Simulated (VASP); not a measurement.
Set up this calculation in VASP 6.6.1, as the native input.

```
Task                   : single point
Functional             : PBE
Potentials or basis    : VASP PAW PBE potentials, release 64 (W_sv, C)
Cutoff                 : 600 eV
k mesh                 : 8 × 8 × 8
Occupations            : gaussian, width 0.1 eV
Spin                   : no spin polarisation
Dipole correction      : no
Further INCAR settings : ALGO = Normal; EDIFF = 1e-06; NBANDS = 16
```

The structure of WC lies in POSCAR:

```
WC
1.0
    0.0000000000      2.1926840000      2.1926840000
    2.1926840000      0.0000000000      2.1926840000
    2.1926840000      2.1926840000      0.0000000000
W C
1 1
Direct
    0.0000000000      0.0000000000      0.0000000000
    0.5000000000      0.5000000000      0.5000000000
```

The input as run:

INCAR

```
SYSTEM = WC
  PREC = Accurate
  ENCUT = 600
  EDIFF = 1E-6
  ISMEAR = 0
  SIGMA = 0.1
  LREAL = .FALSE.
  LASPH = .TRUE.
  NELM = 120
  ALGO = Normal
  ISIF = 2
  LWAVE = .FALSE.
  LCHARG = .FALSE.
  GGA = PE
  NBANDS = 16
  GGA_COMPAT = .FALSE.
```

KPOINTS

```
Automatic mesh
0
G
  8 8 8
  0 0 0
```

Potentials or basis: VASP PAW PBE potentials, release 64 (W_sv, C).

Run with:

```bash
$ cat potpaw_PBE.64/W_sv/POTCAR potpaw_PBE.64/C/POTCAR > POTCAR
$ mpirun -np 1 vasp_std > vasp.out
```

Results of the run:

```json
{"Pressure": "-0.2 GPa", "Band gap on the k mesh": "zero (band 9 reaches 13.45 eV, above the bottom of band 10 at 10.34 eV)"}
```

Caveat: spin-orbit coupling is left out, which moves the levels of the heavy elements.

Wall time 17 s on 1 thread of AMD EPYC 7R43 64-Core Processor (Zen 3), on a shared host, peak memory 0.13 GiB.
